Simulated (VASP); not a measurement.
# B4Cl3 (P6/mmm) in VASP: single point with PBE

Aim: the single point of B4Cl3 with PBE.

Everything below comes from runs of VASP 6.6.1. Logs are shortened: lines on timing, memory, paths and dates and some standing lists are left out, and cuts for length are marked.

**1. The cell of the first run**

The structure is hexagonal, space group P6/mmm (No. 191). The conventional cell has a = 4.020 Å, b = 4.020 Å, c = 9.235 Å, α = 90.00°, β = 90.00°, γ = 120.00°. Within 3.1 Å of B (site symmetry 3m) lie 3 B at 2.32 Å and 1 Cl at 2.62 Å. Cl (site symmetry -6m2) has 6 Cl at 2.32 Å and 2 B at 2.62 Å within 3.1 Å. Within 3.1 Å of Cl (site symmetry 6/mmm) lie 6 Cl at 2.32 Å.

The cell was built from a structure type or drawn by symmetry, and may not be a known phase.

**2. Single point, PBE**

INCAR

```
SYSTEM = B4Cl3
PREC     = Accurate       ! precision mode
ENCUT    = 520            ! plane-wave cutoff, eV
EDIFF    = 1E-7           ! SCF threshold, eV
ISMEAR   = 0              ! smearing method
SIGMA    = 0.1            ! smearing width, eV
LREAL    = .FALSE.        ! projectors in reciprocal space
LASPH    = .TRUE.         ! aspherical terms in the spheres
NELM     = 100            ! most SCF steps
ALGO     = Normal         ! electronic algorithm
ISIF     = 2              ! what is computed and relaxed
LWAVE    = .FALSE.        ! write WAVECAR
LCHARG   = .FALSE.        ! write CHGCAR
GGA      = PE             ! functional
NBANDS   = 26             ! bands
```

KPOINTS

```
regular mesh
0
G
  6 6 2
  0 0 0
```

POSCAR

```
B4Cl3
1.0
    4.0197890400      0.0000000000      0.0000000000
   -2.0098945200      3.4812394300      0.0000000000
    0.0000000000      0.0000000000      9.2349661100
B Cl
4 3
Direct
    0.3333333300      0.6666666700      0.7161249000
    0.3333333300      0.6666666700      0.2838751000
    0.6666666700      0.3333333300      0.2838751000
    0.6666666700      0.3333333300      0.7161249000
    0.3333333300      0.6666666700      0.0000000000
    0.6666666700      0.3333333300      0.0000000000
    0.0000000000      0.0000000000      0.0000000000
```

Potentials or basis: VASP PAW PBE potentials, release 64 (B, Cl).

The run is started by

```sh
> cat potpaw_PBE.64/B/POTCAR potpaw_PBE.64/Cl/POTCAR > POTCAR
> mpirun -np 1 vasp_std > vasp.out
```

OUTCAR:

```text
SYSTEM = B4Cl3
   PREC = Accurate
   ENCUT = 520
   EDIFF = 1E-7
   ISMEAR = 0
   LREAL = .FALSE.
   LASPH = .TRUE.
   NELM = 100
   ISIF = 2
   GGA = PE

 ion  position               nearest neighbor table
   1  0.333  0.667  0.716-
   2  0.333  0.667  0.284-
   3  0.667  0.333  0.284-
   4  0.667  0.333  0.716-
   5  0.333  0.667  0.000-   7 2.32   6 2.32   6 2.32   7 2.32   7 2.32   6 2.32
   6  0.667  0.333  0.000-   7 2.32   5 2.32   5 2.32   7 2.32   7 2.32   5 2.32
   7  0.000  0.000  0.000-   5 2.32   6 2.32   6 2.32   5 2.32   6 2.32   5 2.32

  LATTYP: Found a hexagonal cell.
 ALAT       =     4.0197890400
 C/A-ratio  =     2.2973758120

  Lattice vectors:

 A1 = (   4.0197890400,   0.0000000000,   0.0000000000)
 A2 = (  -2.0098945200,   3.4812394300,   0.0000000000)
 A3 = (   0.0000000000,   0.0000000000,   9.2349661100)

Analysis of symmetry for initial positions (statically):
=====================================================================
 Subroutine PRICEL returns:
 Original cell was already a primitive cell.

 Routine SETGRP: Setting up the symmetry group for a
 hexagonal supercell.

 Subroutine GETGRP returns: Found 24 space group operations
 (whereof 24 operations were pure point group operations)
 out of a pool of 24 trial point group operations.

The static configuration has the point symmetry D_6h.

Analysis of symmetry for dynamics (positions and initial velocities):
=====================================================================
 Subroutine PRICEL returns:
 Original cell was already a primitive cell.

 Routine SETGRP: Setting up the symmetry group for a
 hexagonal supercell.

 Subroutine GETGRP returns: Found 24 space group operations
 (whereof 24 operations were pure point group operations)
 out of a pool of 24 trial point group operations.

The dynamic configuration has the point symmetry D_6h.

 Subroutine INISYM returns: Found 24 space group operations
 (whereof 24 operations are pure point group operations),
 and found     1 'primitive' translations

----------------------------------------------------------------------------------------

                                     Primitive cell

  volume of cell :     129.2327

  direct lattice vectors                    reciprocal lattice vectors
     4.019789040  0.000000000  0.000000000     0.248769274  0.143627007  0.000000000
    -2.009894520  3.481239430  0.000000000     0.000000000  0.287254014  0.000000000
     0.000000000  0.000000000  9.234966110     0.000000000  0.000000000  0.108284101

  length of vectors
     4.019789040  4.019789043  9.234966110     0.287254014  0.287254014  0.108284101

  position of ions in fractional coordinates (direct lattice)
     0.333333330  0.666666670  0.716124900
     0.333333330  0.666666670  0.283875100
     0.666666670  0.333333330  0.283875100
     0.666666670  0.333333330  0.716124900
     0.333333330  0.666666670  0.000000000
     0.666666670  0.333333330  0.000000000
     0.000000000  0.000000000  0.000000000

  ion indices of the primitive-cell ions
   primitive index   ion index
                 1           1
                 2           2
                 3           3
                 4           4
                 5           5
                 6           6
                 7           7

----------------------------------------------------------------------------------------

 KPOINTS: regular mesh

Automatic generation of k-mesh.
 Grid dimensions read from file:
 generate k-points for:    6    6    2

 Generating k-lattice:

  Cartesian coordinates                     Fractional coordinates (reciprocal lattice)
     0.041461546  0.023937835  0.000000000     0.166666667 -0.000000000  0.000000000
     0.000000000  0.047875669  0.000000000     0.000000000  0.166666667  0.000000000
     0.000000000  0.000000000  0.054142050     0.000000000  0.000000000  0.500000000

  Length of vectors
     0.047875669  0.047875669  0.054142050

  Shift w.r.t. Gamma in fractional coordinates (k-lattice)
     0.000000000  0.000000000  0.000000000

 Subroutine IBZKPT returns following result:
 ===========================================

 Found     14 irreducible k-points:

 Following reciprocal coordinates:
            Coordinates               Weight
  0.000000  0.000000  0.000000      1.000000
  0.166667  0.000000  0.000000      6.000000
  0.333333  0.000000  0.000000      6.000000
  0.500000  0.000000  0.000000      3.000000
  0.166667  0.166667  0.000000      6.000000
  0.333333  0.166667  0.000000     12.000000
  0.333333  0.333333  0.000000      2.000000
  0.000000  0.000000  0.500000      1.000000
  0.166667  0.000000  0.500000      6.000000
  0.333333  0.000000  0.500000      6.000000
  0.500000  0.000000  0.500000      3.000000
  0.166667  0.166667  0.500000      6.000000
  0.333333  0.166667  0.500000     12.000000
  0.333333  0.333333  0.500000      2.000000
   k-points           NKPTS =     14   k-points in BZ     NKDIM =     14   number of bands    NBANDS=     26
   number of dos      NEDOS =    301   number of ions     NIONS =      7
   total plane-waves  NPLWV =  63000
   dimension x,y,z NGX =    30 NGY =   30 NGZ =   70
   dimension x,y,z NGXF=    60 NGYF=   60 NGZF=  140
   ions per type =               4   3
   NGX,Y,Z   is equivalent  to a cutoff of  12.41, 12.41, 12.60 a.u.
   NGXF,Y,Z  is equivalent  to a cutoff of  24.81, 24.81, 25.20 a.u.
 SYSTEM =  B4Cl3
   PREC   = accura    normal or accurate (medium, high low for compatibility)
   ISTART =      0    job   : 0-new  1-cont  2-samecut
   ICHARG =      2    charge: 1-file 2-atom 10-const
   ISPIN  =      1    spin polarized calculation?
   LNONCOLLINEAR =      F non collinear calculations
   LSORBIT =      F    spin-orbit coupling
   LASPH  =      T    aspherical Exc in radial PAW
   ENCUT  =  520.0 eV  38.22 Ry    6.18 a.u.   7.47  7.47 17.17*2*pi/ulx,y,z
   NELM   =    100;   NELMIN=  2; NELMDL= -5     # of ELM steps
   EDIFF  = 0.1E-06   stopping-criterion for ELM
   LREAL  =      F    real-space projection
   EDIFFG = 0.1E-05   stopping-criterion for IOM
   NSW    =      0    number of steps for IOM
   IBRION =     -1    ionic relax: 0-MD 1-quasi-New 2-CG
   NFREE  =      0    steps in history (QN), initial steepest desc. (CG)
   ISIF   =      2    stress and relaxation
   ISYM   =      2    0-nonsym 1-usesym 2-fastsym
   POTIM  = 0.5000    time-step for ionic-motion
   TEBEG  =    0.0;   TEEND  =   0.0 temperature during run
   PSTRESS=    0.0 pullay stress
   NELECT =      33.0000    total number of electrons
   NUPDOWN=      -1.0000    fix difference up-down
   EMIN   =  10.00;   EMAX   =-10.00  energy-range for DOS
   EFERMI =   0.00;   METHOD = LEGACY
   ISMEAR =     0;   SIGMA  =   0.10  broadening in eV -4-tet -1-fermi 0-gaus
   EFERMI_NEDOS =   21; number of points for ismear=-14 and -15
   IALGO  =     38    algorithm
   IMIX   =      4    mixing-type and parameters
     AMIX     =   0.40;   BMIX     =  1.00
     AMIX_MAG =   1.60;   BMIX_MAG =  1.00
  volume/ion in A,a.u.               =      18.46       124.59
  Fermi-wavevector in a.u.,A,eV,Ry     =   1.038617  1.962701 14.676941  1.078725
  Thomas-Fermi vector in A             =   2.173109
   LORBIT       =      0    0 simple, 1 ext, 2 COOP (PROOUT), +10 PAW based schemes
   GGA     = PE    functional components
   LHFCALC =     F    Hartree Fock is set to
   AEXX    =    0.0000 exact exchange contribution
   IVDW    =     0    specifies the selected vdW correction
   LEPSILON=     F    determine dielectric tensor
   LRPA    =     F    only Hartree local field effects (RPA)
 non-spin polarized calculation
 Gauss-broadening in eV      SIGMA  =   0.10
  energy-cutoff  :      520.00
  volume of cell :      129.23
 maximum number of plane-waves:      3514
 NGX is ok and might be reduce to    30
   NGX = 15   NGY = 15   NGZ = 35

 number of electron      32.9999990 magnetization

 Free energy of the ion-electron system (eV)
  ---------------------------------------------------
  ext. energy  EPLUGINS =         0.00000000
  ---------------------------------------------------
  free energy    TOTEN  =       -13.83661539 eV

  energy without entropy =      -13.81623981  energy(sigma->0) =      -13.82642760

 E-fermi :   2.2148     XC(G=0):  -8.6540

 val. band max:        2.1970729673   @ k =   0.1667   0.0000   0.5000
 cond. band min:       2.2286244263   @ k =   0.1667   0.1667   0.0000
 fundamental gap:      0.0315514590
 Fermi energy:         2.2147569113

 k-point     1 :       0.0000    0.0000    0.0000
  band No.  band energies     occupation
      1     -19.1983      2.00000
      2     -11.8697      2.00000
      3     -11.4951      2.00000
      4      -6.9812      2.00000
      5      -6.0676      2.00000
      6      -6.0676      2.00000
[... 18 lines left out ...]
     25       6.8982      0.00000
     26       7.1528      0.00000

 k-point     2 :       0.1667    0.0000    0.0000
  band No.  band energies     occupation
      1     -18.9002      2.00000
      2     -12.6959      2.00000
      3     -12.1166      2.00000
      4      -7.4069      2.00000
      5      -6.7135      2.00000
      6      -6.2211      2.00000
[... 18 lines left out ...]
     25       7.3746      0.00000
     26       7.6220      0.00000

 k-point     3 :       0.3333    0.0000    0.0000
  band No.  band energies     occupation
      1     -18.0158      2.00000
      2     -14.6705      2.00000
      3     -12.7704      2.00000
      4      -8.2797      2.00000
      5      -5.9414      2.00000
      6      -4.3963      2.00000
[... 282 lines left out ...]
 k-point    13 :       0.3333    0.1667    0.5000
  band No.  band energies     occupation
      1     -17.1515      2.00000
      2     -15.4677      2.00000
      3     -13.9718      2.00000
      4      -7.0982      2.00000
      5      -5.2661      2.00000
      6      -4.2307      2.00000
[... 18 lines left out ...]
     25       8.3591      0.00000
     26       8.5223      0.00000

 k-point    14 :       0.3333    0.3333    0.5000
  band No.  band energies     occupation
      1     -15.8724      2.00000
      2     -15.8724      2.00000
      3     -15.4705      2.00000
      4      -4.4238      2.00000
      5      -4.3707      2.00000
      6      -4.3707      2.00000
[... 18 lines left out ...]
     25       7.7127      0.00000
     26       7.7127      0.00000

------------------------ aborting loop because EDIFF is reached ----------------------------------------

  FORCE on cell =-STRESS in cart. coord.  units (eV):
  Direction    XX          YY          ZZ          XY          YZ          ZX
  --------------------------------------------------------------------------------------
  -------------------------------------------------------------------------------------
  Total        7.4610364      7.4610364     -2.8478430     -0.0000000      0.0000000     -0.0000000
  in kB       92.4990519     92.4990521    -35.3064590     -0.0000000      0.0000000     -0.0000000
  external PRESSURE =      49.8972150 kB  Pullay stress =       0.0000000 kB

 VOLUME and BASIS-vectors are now :
 -----------------------------------------------------------------------------
  energy-cutoff  :      520.00
  volume of cell :      129.23
      direct lattice vectors                 reciprocal lattice vectors
     4.019789040  0.000000000  0.000000000     0.248769274  0.143627007  0.000000000
    -2.009894520  3.481239430  0.000000000     0.000000000  0.287254014  0.000000000
     0.000000000  0.000000000  9.234966110     0.000000000  0.000000000  0.108284101

 POSITION                                       TOTAL-FORCE (eV/Angst)
 -----------------------------------------------------------------------------------
     -0.00000      2.32083      6.61339        -0.000000     -0.000000      0.134834
     -0.00000      2.32083      2.62158         0.000000     -0.000000     -0.134834
      2.00989      1.16041      2.62158         0.000000      0.000000     -0.134834
      2.00989      1.16041      6.61339         0.000000      0.000000      0.134834
     -0.00000      2.32083      0.00000        -0.000000      0.000000      0.000000
      2.00989      1.16041      0.00000         0.000000     -0.000000      0.000000
      0.00000      0.00000      0.00000         0.000000      0.000000      0.000000
 -----------------------------------------------------------------------------------
    total drift:                               -0.000000      0.000000     -0.000000

  FREE ENERGIE OF THE ION-ELECTRON SYSTEM (eV)
  ---------------------------------------------------
  free  energy   TOTEN  =       -13.8366153861 eV

  energy  without entropy=      -13.8162398069  energy(sigma->0) =      -13.82642760
```

Run time: 1.8 min. Hardware: 1 thread of Intel Xeon Platinum 8259CL at 2.50GHz (Skylake/Cascade Lake), shared host; peak memory 0.23 GiB.

Results:

```
Free energy            : -13.8366 eV
Pressure               : 5.0 GPa
Largest force          : 0.135 eV/Å
Band gap on the k mesh : zero (an odd number of electrons rules out a gap without spin polarisation)
```

Forces in eV/Å, atoms in the order of the input:
```
B    0.000  0.000  0.135
B    0.000  0.000 -0.135
B    0.000  0.000 -0.135
B    0.000  0.000  0.135
Cl   0.000  0.000  0.000
Cl   0.000  0.000  0.000
Cl   0.000  0.000  0.000
```

Levels at points of the mesh, in eV from the Fermi level:
| k point | band 14 | band 15 | band 16 | band 17 | band 18 | band 19 | band 20 | band 21 |
| --- | --- | --- | --- | --- | --- | --- | --- | --- |
| (0.00, 0.00, 0.00) | 0.40 | 0.40 | 0.50 | 0.50 | 1.13 | 1.75 | 1.96 | 3.92 |
| (0.50, 0.00, 0.00) | -1.17 | -1.02 | -0.69 | -0.53 | 0.10 | 0.64 | 2.09 | 2.68 |
| (0.00, 0.00, 0.50) | 0.34 | 0.34 | 0.56 | 0.56 | 0.59 | 1.26 | 1.75 | 3.92 |
| (0.50, 0.00, 0.50) | -1.17 | -1.01 | -0.76 | -0.44 | 0.11 | 1.45 | 2.03 | 2.72 |

Caveat: the cell stands under pressure; this functional lacks dispersion, which binds the layers, so the pressure and a relaxed spacing across them are unreliable; an odd number of electrons without spin polarisation forces a metal; a magnetic or distorted state may lie lower.
